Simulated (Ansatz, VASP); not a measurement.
## One calculation of AlN, two programs

```xyz
4
Lattice="3.0766 0.0000 0.0000 -1.5383 2.6644 0.0000 0.0000 0.0000 4.9193" Properties=species:S:1:pos:R:3 pbc="T T T"
Al    0.0000    1.7763   -0.0055
Al    1.5383    0.8881    2.4542
N     0.0000    1.7763    1.8749
N     1.5383    0.8881    4.3345
```

Alike in both runs: task single point; functional r2SCAN; k mesh 8 × 8 × 4; no spin polarisation.

|  | VASP | Ansatz |
| --- | --- | --- |
| version | VASP 6.6.1 | Ansatz 0.2.0 |
| potentials or method | VASP PAW PBE potentials, release 64 (Al, N) | PAW with Ansatz's default frozen-core files, scalar-relativistic |
| plane-wave cutoff (eV) | 520 | 500 |
| occupations | gaussian, width 0.01 eV | fixed |
| valence electrons in the cell | 16 | 16 |

|  | VASP | Ansatz | Ansatz less VASP |
| --- | --- | --- | --- |
| gap on the k mesh at the Fermi level (eV) | 5.20 | 5.16 | -0.042 |
| pressure (GPa) | 6.6 | 7.0 | +0.37 |

VASP's potentials were made for PBE, not for r2SCAN.
